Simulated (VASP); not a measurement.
Set up this calculation in VASP 6.6.1, as the native input.

```yaml
Task: single point
Functional: PBEsol
Potentials_or_basis: VASP PAW PBE potentials, release 64 (Sc_sv)
Cutoff: 500 eV
k_mesh: 12 × 12 × 12
Occupations: fermi-dirac, width 0.1 eV
Spin: no spin polarisation
Dipole_correction: no
Further_INCAR_settings: ALGO = Normal; EDIFF = 1e-06; NBANDS = 12
```

The structure of Sc lies in POSCAR:

```
Sc
1.0
    2.8382291547      0.0000000000      0.0000000000
    0.0000000000      2.8382291547      0.0000000000
    0.0000000000      0.0000000000      2.8382291547
Sc
1
Direct
    0.0000000000      0.0000000000      0.0000000000
```

This cell differs from its parent crystal: volume scaled by 0.92.

These files were run (other wordings do the same):

INCAR

```
PREC = Accurate
ENCUT = 500
EDIFF = 1E-6
ISMEAR = -1
SIGMA = 0.1
LREAL = F
LASPH = T
NELM = 120
ALGO = Normal
ISIF = 2
LWAVE = F
LCHARG = F
GGA = PS
NBANDS = 12
GGA_COMPAT = F
```

KPOINTS

```
regular mesh
0
Gamma
  12 12 12
```

Potentials or basis: VASP PAW PBE potentials, release 64 (Sc_sv).

The run is started by

```bash
$ cat potpaw_PBE.64/Sc_sv/POTCAR > POTCAR
$ mpirun -np 1 vasp_std > vasp.out
```

Results of the run:

- Pressure: 3.4 GPa

Caveat: the PAW data sets were made with another functional, which shifts forces and pressure a little.

It took 10 s on 1 thread of Intel(R) Xeon(R) Platinum 8259CL CPU @ 2.50GHz (Skylake/Cascade Lake), with other jobs on the host, peak memory 0.14 GiB.
